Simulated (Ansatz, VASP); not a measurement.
**Two plane-wave programs on Si**

The input INCAR:

```
SYSTEM = Si
PREC     = Accurate       ! precision mode
ENCUT    = 600            ! plane-wave cutoff, eV
EDIFF    = 1E-6           ! SCF threshold, eV
ISMEAR   = 0              ! smearing method
SIGMA    = 0.1            ! smearing width, eV
LREAL    = .FALSE.        ! projectors in reciprocal space
LASPH    = .TRUE.         ! aspherical terms in the spheres
NELM     = 60             ! most SCF steps
ALGO     = Normal         ! electronic algorithm
ISIF     = 3              ! what is computed and relaxed
LWAVE    = .FALSE.        ! write WAVECAR
LCHARG   = .FALSE.        ! write CHGCAR
GGA      = PS             ! functional
IBRION   = 2              ! ionic algorithm
NSW      = 80             ! ionic steps
EDIFFG   = -0.01          ! ionic threshold
```

Contents of KPOINTS:

```
Automatic mesh
0
G
  18 18 18
  0 0 0
```

File POSCAR:

```
Si
1.0
    0.0000000000      1.8969105883      1.8969105883
    1.8969105883      0.0000000000      1.8969105883
    1.8969105883      1.8969105883      0.0000000000
Si
1
Direct
    0.0000000000      0.0000000000      0.0000000000
```

Input for Ansatz:

```yaml
crystal:
  lattice:
    - [0.0, 1.8969105883, 1.8969105883]
    - [1.8969105883, 0.0, 1.8969105883]
    - [1.8969105883, 1.8969105883, 0.0]
  atoms:
    - { symbol: Si, position: [0.0, 0.0, 0.0] }
basis:
  ecutwfc: 420
kpoints:
  mp_grid: { grid: [18, 18, 18] }
hamiltonian:
  xc: pbesol
scf:
  occupations: { method: gaussian, width: 0.1 }
output:
  forces: true
  stress: true
  eigenvalues: true
relax:
  adjacent_minimum: "off"
  f_tol: 0.01
  max_steps: 60
  cell: { stress_tol: 0.1 }
```

Alike in both runs: task relaxation of cell and atoms; functional PBEsol; k mesh 18 × 18 × 18; occupations gaussian, width 0.1 eV; no spin polarisation.

|  | VASP | Ansatz |
| --- | --- | --- |
| version | VASP 6.6.1 | Ansatz 0.2.0 |
| potentials or method | VASP PAW PBE potentials, release 64 (Si), cutoff 600 eV | scalar-relativistic, plane waves, PAW |
| valence electrons in the cell | 4 | 4 |

Ansatz gave:

| Property | Result |
| --- | --- |
| gap on the k mesh at the Fermi level, each at its own relaxed structure (eV) | none |
| relaxed volume (Å³/atom) | 14.14 |
| relaxed cell length with the largest relative difference (Å) | 2.714 |

Q: What did VASP give for the same quantities?

A: gap on the k mesh at the Fermi level, each at its own relaxed structure (eV): none; relaxed volume (Å³/atom): 14.16; relaxed cell length with the largest relative difference (Å): 2.716.

VASP's potentials were made for PBE, not for PBEsol. A gap of «none» marks a metal or a gap that the smearing closes.
